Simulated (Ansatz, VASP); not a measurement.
## One calculation of Al6CoNi5, two programs

```
CELL_PARAMETERS angstrom
2.88498 0.00000 0.00000
0.00000 2.88498 0.00000
0.00000 0.00000 17.35305
ATOMIC_POSITIONS crystal
Al 0.00000 0.00000 0.58136
Al 0.00000 0.00000 0.74918
Al 0.00000 0.00000 0.91624
Al 0.00000 0.00000 0.08375
Al 0.00000 0.00000 0.25082
Al 0.00000 0.00000 0.41864
Ni 0.50000 0.50000 0.66532
Ni 0.50000 0.50000 0.83254
Ni 0.50000 0.50000 0.00000
Ni 0.50000 0.50000 0.16746
Ni 0.50000 0.50000 0.33468
Co 0.50000 0.50000 0.50000
```

Alike in both runs: task single point; functional PBE; k mesh 6 × 6 × 1; occupations gaussian, width 0.1 eV; collinear spin.

|  | VASP | Ansatz |
| --- | --- | --- |
| version | VASP 6.6.1 | Ansatz 0.2.0 |
| potentials or method | VASP PAW PBE potentials, release 64 (Al, Ni, Co), cutoff 520 eV | scalar-relativistic, plane waves, PAW |
| valence electrons in the cell | 77 | 125 |

|  | VASP | Ansatz | Ansatz less VASP |
| --- | --- | --- | --- |
| gap on the k mesh at the Fermi level (eV) | none | none | - |
| pressure (GPa) | 0.0 | 0.0 | +0.01 |
| rms of the force components (eV/Å) | 0.021 | 0.020 | -0.0005 |
| net moment per atom (μB) | 0.04 | 0.04 | +0.001 |
| size of the moment on the site where the two differ most (μB) | 0.42 | 0.44 | +0.012 |

Site moments also hang on the region over which each program counts them. Atom by atom the forces differ by 0.001 eV/Å (rms over components). A gap of «none» marks a metal or a gap that the smearing closes. VASP's potentials hold 77 valence electrons a cell and Ansatz's 125, so a difference there can come from the potentials and not from the codes.

The k mesh is coarse, so the values compare programs but aren't converged.
